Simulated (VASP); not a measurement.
The system is In3Sb.

```
In Sb
1.0
     4.83696    0.00000    0.00000
     0.00000    4.83696    0.00000
     0.00000    0.00000    4.83696
In Sb
3 1
Direct
  0.50000 0.50000 0.00000
  0.50000 0.00000 0.50000
  0.00000 0.50000 0.50000
  0.00000 0.00000 0.00000
```

Base run:

```yaml
Program: VASP 6.6.1
Functional: r2SCAN
Potentials_or_basis: VASP PAW PBE potentials, release 64 (In_d, Sb)
Cutoff: 520 eV
k_mesh: 4 × 4 × 4
Occupations: gaussian, width 0.1 eV
Spin: no spin polarisation
```

Its results: band gap on the k mesh zero (band 22 reaches 7.20 eV, above the bottom of band 23 at 3.56 eV); pressure -1.9 GPa.

The run is repeated on the same cell with these changes: k mesh from 4 × 4 × 4 to 1 × 1 × 1. What comes out?

Band gap on the k mesh 4.63 eV; pressure 4.6 GPa.

Caveats: some runs use coarse meshes; the PAW data sets were made with another functional, which shifts forces and pressure a little; spin-orbit coupling is left out, which moves the levels of the heavy elements.

A k mesh can miss the band edges.
